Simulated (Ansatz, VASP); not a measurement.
One calculation of Sb, two programs

```
Sb
1.0
     2.15420    1.24373    3.75800
    -2.15420    1.24373    3.75800
     0.00000   -2.48746    3.75800
Sb
2
Cartesian
  0.0000 0.0000 2.6324
  0.0000 0.0000 8.6416
```

Alike in both runs: task relaxation of cell and atoms; functional PBE; k mesh 12 × 12 × 12; occupations gaussian, width 0.1 eV; no spin polarisation.

|  | VASP | Ansatz |
| --- | --- | --- |
| version | VASP 6.6.1 | Ansatz 0.2.0 |
| potentials or method | VASP PAW PBE potentials, release 64 (Sb), cutoff 600 eV | scalar-relativistic, plane waves, PAW |
| valence electrons in the cell | 10 | 30 |

```tsv
	VASP	Ansatz	Ansatz less VASP
gap on the k mesh at the Fermi level, each at its own relaxed structure (eV)	none	none	-
relaxed volume (Å³/atom)	31.76	31.86	+0.103
relaxed length of the cell vector where the two differ most in proportion (Å)	4.585	4.599	+0.0135
```

A gap of «none» marks a metal or a gap that the smearing closes. VASP's potentials hold 10 valence electrons a cell and Ansatz's 30, so a difference there can come from the potentials and not from the codes.

Spin-orbit coupling is off throughout.
